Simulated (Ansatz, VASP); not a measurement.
## Br in VASP and in Ansatz

```xyz
4
Lattice="3.3632 -2.3226 0.0000 3.3632 2.3226 0.0000 0.0000 0.0000 8.7023" Properties=species:S:1:pos:R:3 pbc="T T T"
Br    3.3632   -1.7130    1.0134
Br    3.3632   -0.6095    5.3645
Br    3.3632    1.7130    7.6889
Br    3.3633    0.6095    3.3378
```

Alike in both runs: functional PBE; dispersion D3(BJ); k mesh 8 × 8 × 4; occupations gaussian, width 0.02 eV; no spin polarisation.

Ansatz relaxed the structure, and its values are those at the end. VASP's run is a single point on that final structure, the one shown.

```csv
,VASP,Ansatz
version,VASP 6.6.1,Ansatz 0.2.0
potentials or method,"VASP PAW PBE potentials, release 64 (Br), cutoff 520 eV","scalar-relativistic, plane waves, PAW"
valence electrons in the cell,28,28
```

```tsv
	VASP	Ansatz	Ansatz less VASP
gap on the k mesh at the Fermi level (eV)	1.60	1.60	-0.001
least direct gap on the mesh (eV)	1.62	1.62	-0.001
pressure (GPa)	-1.0	-1.0	-0.01
rms of the force components (eV/Å)	0.007	0.004	-0.0031
```

Ansatz's warnings: stress scf threshold loose.
